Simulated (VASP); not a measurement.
A run of VASP 6.6.1:

The input INCAR:

```
PREC     = Accurate       # precision mode
ENCUT    = 600            # plane-wave cutoff, eV
EDIFF    = 1E-6           # SCF threshold, eV
ISMEAR   = 0              # smearing method
SIGMA    = 0.1            # smearing width, eV
LREAL    = False          # projectors in reciprocal space
LASPH    = True           # aspherical terms in the spheres
NELM     = 60             # most SCF steps
ALGO     = Normal         # electronic algorithm
ISIF     = 3              # what is computed and relaxed
LWAVE    = False          # write WAVECAR
LCHARG   = False          # write CHGCAR
GGA      = PE             # functional
IBRION   = 2              # ionic algorithm
NSW      = 90             # ionic steps
EDIFFG   = -0.04          # ionic threshold
```

KPOINTS

```
Automatic mesh
0
Gamma
  6 6 6
```

The input POSCAR:

```
MgSiN
1.0
    3.3878193700      0.0000000000      0.0000000000
   -1.6939096900      2.9339376400      0.0000000000
    0.0000000000      0.0000000000      3.4595881400
Mg Si N
1 1 1
Direct
    0.0000000000      0.0000000000      0.0000000000
    0.3333333300      0.6666666700      0.0000000000
    0.6666666700      0.3333333300      0.5000000000
```

Potentials or basis: VASP PAW PBE potentials, release 64 (Mg, Si, N).

Run with:

```bash
$ cat potpaw_PBE.64/Mg/POTCAR potpaw_PBE.64/Si/POTCAR potpaw_PBE.64/N/POTCAR > POTCAR
$ mpirun -np 1 vasp_std > vasp.out
```

Hardware: 1 thread of AMD EPYC 9R45 (Zen 5), on a shared host.

**Question.** How long does it take, and how much memory?

**Answer.** Run time: 50 s on 1 thread of AMD EPYC 9R45 (Zen 5), on a shared host, peak memory 0.13 GiB. Counts: scf iterations 121, k points 28, ion steps 14.
